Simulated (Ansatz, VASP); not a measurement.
## MgO: VASP beside Ansatz

INCAR

```
PREC     = Accurate       # precision mode
ENCUT    = 520            # plane-wave cutoff, eV
EDIFF    = 1E-6           # SCF threshold, eV
ISMEAR   = 0              # smearing method
SIGMA    = 0.05           # smearing width, eV
LREAL    = False          # projectors in reciprocal space
LASPH    = True           # aspherical terms in the spheres
NELM     = 80             # most SCF steps
ALGO     = Normal         # electronic algorithm
ISIF     = 2              # what is computed and relaxed
LWAVE    = False          # write WAVECAR
LCHARG   = False          # write CHGCAR
NBANDS   = 36             # bands
```

File KPOINTS:

```
Automatic mesh
0
Gamma
  4 4 4
```

Contents of POSCAR:

```
MgO
1.0
    5.5230736673      0.0000000000      0.0000000000
    0.0000000000      5.5230736673      0.0000000000
    0.0000000000      0.0000000000      5.5230736673
Mg O
6 6
Direct
    0.2500000000     -0.0131629779      0.5000000000
    0.0000000000      0.5131629779      0.2500000000
    0.5000000000      0.7500000000      0.0000000000
    0.7500000000     -0.0131629779      0.5000000000
    0.0000000000      0.5131629779      0.7500000000
    0.5000000000      0.2500000000      0.0000000000
    0.2500000000      0.4956566700      0.0000000000
    0.5000000000      0.0043433300      0.2500000000
    0.0000000000      0.7500000000      0.5000000000
    0.7500000000      0.4956566700      0.0000000000
    0.5000000000      0.0043433300      0.7500000000
    0.0000000000      0.2500000000      0.5000000000
```

Input for Ansatz:

```yaml
crystal:
  lattice:
    - [5.5230736673, 0.0, 0.0]
    - [0.0, 5.5230736673, 0.0]
    - [0.0, 0.0, 5.5230736673]
  atoms:
    - { symbol: Mg, position: [0.25, -0.0131629779, 0.5] }
    - { symbol: Mg, position: [0.0, 0.5131629779, 0.25] }
    - { symbol: Mg, position: [0.5, 0.75, 0.0] }
    - { symbol: Mg, position: [0.75, -0.0131629779, 0.5] }
    - { symbol: Mg, position: [0.0, 0.5131629779, 0.75] }
    - { symbol: Mg, position: [0.5, 0.25, 0.0] }
    - { symbol: O, position: [0.25, 0.49565667, 0.0] }
    - { symbol: O, position: [0.5, 0.00434333, 0.25] }
    - { symbol: O, position: [0.0, 0.75, 0.5] }
    - { symbol: O, position: [0.75, 0.49565667, 0.0] }
    - { symbol: O, position: [0.5, 0.00434333, 0.75] }
    - { symbol: O, position: [0.0, 0.25, 0.5] }
basis:
  ecutwfc: 520.0
kpoints:
  mp_grid: { grid: [4, 4, 4] }
hamiltonian:
  xc: lda
  pseudopotentials: { kind: paw, azcp: { folder: soft_1 } }
scf:
  occupations: { method: gaussian, width: 0.05 }
output:
  forces: true
  stress: true
  eigenvalues: true
```

Change from the starting cell: mode 14 frozen in at -0.043 Å and mode 24 at -0.058 Å (largest displacements).

Alike in both runs: task single point; functional LDA; k mesh 4 × 4 × 4; occupations gaussian, width 0.05 eV; no spin polarisation.

```csv
,VASP,Ansatz
version,VASP 6.6.1,Ansatz 0.2.0
potentials or method,"VASP PAW LDA potentials, release 64 (Mg, O), cutoff 520 eV","scalar-relativistic, plane waves, PAW"
valence electrons in the cell,48,96
```

VASP gave:

```
gap on the k mesh at the Fermi level (eV)                     : 2.77
least direct gap on the mesh (eV)                             : 2.78
pressure (GPa)                                                : -0.6
traceless stress, the component that is largest in VASP (GPa) : -0.14
rms of the force components (eV/Å)                            : 0.469
```

Question: Estimate Ansatz's values.

Answer: gap on the k mesh at the Fermi level (eV): 2.78; least direct gap on the mesh (eV): 2.79; pressure (GPa): 0.2; traceless stress, the component that is largest in VASP (GPa): -0.14; rms of the force components (eV/Å): 0.460.

Ansatz warns that its potentials were made for another functional, while VASP's fit it. LDA's correlation is that of Perdew and Zunger in VASP and of Perdew and Wang (1992) in Ansatz. Atom by atom the forces differ by 0.010 eV/Å (rms over components). VASP's potentials hold 48 valence electrons a cell and Ansatz's 96, so a difference there can come from the potentials and not from the codes.
